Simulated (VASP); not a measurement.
Here is a VASP 6.6.1 calculation.

Contents of INCAR:

```
PREC = Accurate
ENCUT = 520
EDIFF = 1E-7
ISMEAR = 0
SIGMA = 0.02
LREAL = Auto
LASPH = True
NELM = 100
ALGO = Normal
ISIF = 2
LWAVE = False
LCHARG = False
GGA = PE
NBANDS = 88
```

Contents of KPOINTS:

```
Automatic mesh
0
Gamma
  2 2 2
  0.5 0.5 0.5
```

The input POSCAR:

```
Si
1.0
    0.0000000001     -6.6706137337      6.3650227274
   -0.0000000001      6.6706137337      6.3650227274
   -7.7025612697     -0.0000000001     -6.3650227274
Si
33
Direct
    0.4904329220      0.3254485527      0.7500642705
    0.7403689441      0.5753833755      0.2499349155
    0.1184656802      0.4553768086      0.5068463415
    0.6116206044      0.9485297840      0.4931568691
    0.9928247281      0.8176694806      0.7380304812
    0.8586170253      0.2088940503     -0.0000016877
    0.3753770937      0.6946459174      0.0000009088
    0.2547900117      0.0796391115      0.2619648101
    0.6987082903      0.3645469838      0.5002420448
    0.9493277061      0.6147931207      0.0000010386
    0.3208171469      0.4881552727      0.2497566631
    0.8226324866      0.9896632944      0.2523165908
    0.1984674440      0.8643084262      0.4997601272
    0.0710593113      0.2383978868      0.7502414843
    0.5703136031      0.7373450105      0.7476810373
    0.4443000642      0.1131392313      0.0000009088
    0.6791828570      0.5118447312      0.7502433019
    0.9289406926      0.7616021171      0.2497584807
    0.3012916351      0.6354529415      0.4997579201
    0.8015326248      0.1356916427      0.5002399676
    0.1773675173      0.0103367095      0.7476833742
    0.0506722582      0.3852068436     -0.0000010386
    0.5556999001      0.8868607330     -0.0000009088
    0.4296864008      0.2626549934      0.2523189277
    0.8815341702      0.5446231917      0.4931536235
    0.1413829390      0.7911059140      0.0000016877
    0.5095671468      0.6745515162      0.2499358243
    0.0071752758      0.1823305234      0.2619694838
    0.3883793245      0.0514702949      0.5068430959
    0.2596310598      0.4246166285      0.7500650495
    0.7452099922      0.9203608924      0.7380351549
    0.6246228842      0.3053540605     -0.0000010386
   -0.0000000786     -0.0000000786      0.0000000000
```

Potentials or basis: VASP PAW PBE potentials, release 64 (Si).

Run with:

```sh
$ cat potpaw_PBE.64/Si/POTCAR > POTCAR
$ mpirun -np 1 vasp_std > vasp.out
```

Question: Predict the largest force.

Answer: 0.008 eV/Å.

Question: What does it give for the pressure?

Answer: 1.8 GPa.

Question: Estimate the band gap on the k mesh.

Answer: 0.37 eV.

Forces on the atoms (eV/Å):
```
Si   0.001  0.002 -0.003
Si  -0.001  0.002 -0.003
Si   0.000 -0.001 -0.002
Si   0.000 -0.001 -0.002
Si  -0.001  0.003  0.001
Si   0.000 -0.002  0.000
Si   0.000  0.000 -0.006
Si   0.001  0.003  0.001
Si   0.001  0.000  0.005
Si   0.000  0.000  0.003
Si   0.004  0.002  0.003
Si  -0.002  0.001  0.001
Si  -0.001  0.000  0.005
Si  -0.004  0.002  0.003
Si   0.002  0.001  0.001
Si   0.000  0.006  0.006
Si  -0.004 -0.002 -0.003
Si   0.004 -0.002 -0.003
Si  -0.001  0.000 -0.005
Si   0.001  0.000 -0.005
Si   0.002 -0.001 -0.001
Si   0.000  0.000 -0.003
Si   0.000 -0.006 -0.006
Si  -0.002 -0.001 -0.001
Si   0.000  0.001  0.002
Si   0.000  0.002  0.000
Si  -0.001 -0.002  0.003
Si   0.001 -0.003 -0.001
Si   0.000  0.001  0.002
Si   0.001 -0.002  0.003
Si  -0.001 -0.003 -0.001
Si   0.000  0.000  0.006
Si   0.000  0.000  0.000
```

Caveat: semilocal functionals underestimate gaps, and a narrow one can read as zero.
